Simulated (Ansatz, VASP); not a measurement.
# AlN: VASP beside Ansatz

The input INCAR:

```
PREC = Accurate
ENCUT = 520
EDIFF = 1E-6
ISMEAR = 0
SIGMA = 0.05
LREAL = False
LASPH = True
NELM = 60
ALGO = Normal
ISIF = 2
LWAVE = False
LCHARG = False
GGA = CA
NBANDS = 26
```

Contents of KPOINTS:

```
regular mesh
0
Gamma
  8 6 4
```

File POSCAR:

```
AlN
1.0
   -1.6378403119      2.8368226349      0.0000000000
    0.0000000000      0.0000000000      4.1006264518
    4.9135209358      2.8368226349      0.0000000000
Al N
4 4
Direct
    0.6828431459      0.7500000000      0.2023778965
    1.0000000000      0.7500000000      0.6666666667
    0.0000000000      0.2500000000      0.3333333333
    0.5000000000      0.2500000000      0.8333333333
    0.5000000000      0.2500000000      0.1666666667
    1.0000000000      0.2500000000      0.6666666667
    0.0000000000      0.7500000000      0.3333333333
    0.5000000000      0.7500000000      0.8333333333
```

Input for Ansatz:

```yaml
crystal:
  lattice:
    - [-1.6378403119, 2.8368226349, 0.0]
    - [0.0, 0.0, 4.1006264518]
    - [4.9135209358, 2.8368226349, 0.0]
  atoms:
    - { symbol: Al, position: [0.6828431459, 0.75, 0.2023778965] }
    - { symbol: Al, position: [1.0, 0.75, 0.6666666667] }
    - { symbol: Al, position: [0.0, 0.25, 0.3333333333] }
    - { symbol: Al, position: [0.5, 0.25, 0.8333333333] }
    - { symbol: "N", position: [0.5, 0.25, 0.1666666667] }
    - { symbol: "N", position: [1.0, 0.25, 0.6666666667] }
    - { symbol: "N", position: [0.0, 0.75, 0.3333333333] }
    - { symbol: "N", position: [0.5, 0.75, 0.8333333333] }
basis:
  ecutwfc: 420
kpoints:
  mp_grid: { grid: [8, 6, 4] }
hamiltonian:
  xc: lda
  pseudopotentials: { kind: paw, azcp: { folder: soft_1 } }
scf:
  occupations: { method: gaussian, width: 0.05 }
output:
  forces: true
  stress: true
  eigenvalues: true
```

Alike in both runs: task single point; functional LDA; k mesh 8 × 6 × 4; occupations gaussian, width 0.05 eV; no spin polarisation.

```csv
,VASP,Ansatz
version,VASP 6.6.1,Ansatz 0.2.0
potentials or method,"VASP PAW LDA potentials, release 64 (Al, N), cutoff 520 eV","scalar-relativistic, plane waves, PAW"
valence electrons in the cell,32,32
```

```tsv
	VASP	Ansatz	Ansatz less VASP
gap on the k mesh at the Fermi level (eV)	3.28	3.28	+0.001
least direct gap on the mesh (eV)	3.28	3.28	+0.001
rms of the force components (eV/Å)	12.349	12.655	+0.3062
```

Ansatz warns that its potentials were made for another functional, while VASP's fit it. LDA's correlation is that of Perdew and Zunger in VASP and of Perdew and Wang (1992) in Ansatz. Atom by atom the forces differ by 0.308 eV/Å (rms over components).
